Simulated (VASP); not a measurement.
A run of VASP 6.6.1 is set up as follows.

INCAR

```
PREC = Accurate
ENCUT = 500
EDIFF = 1E-6
ISMEAR = -1
SIGMA = 0.1
LREAL = F
LASPH = T
NELM = 120
ALGO = Normal
ISIF = 2
LWAVE = F
LCHARG = F
GGA = PE
NBANDS = 32
GGA_COMPAT = F
```

File KPOINTS:

```
regular mesh
0
Gamma
  13 13 4
```

File POSCAR:

```
Hg
1.0
    3.5672285175      0.0000000000      0.0000000000
   -1.7836142588      3.0893105173      0.0000000000
    0.0000000000      0.0000000000     11.3007975671
Hg
4
Direct
    0.0000000000      1.0000000000      0.0000000000
    0.0000000000      1.0000000000      0.5000000000
    0.3333333333      0.6666666667      0.2500000000
    0.6666666667      0.3333333333      0.7500000000
```

Potentials or basis: VASP PAW PBE potentials, release 64 (Hg).

Command:

```sh
$ cat potpaw_PBE.64/Hg/POTCAR > POTCAR
$ mpirun -np 1 vasp_std > vasp.out
```

(1) What does it give for the pressure?

## Answers

(1) 0.0 GPa.
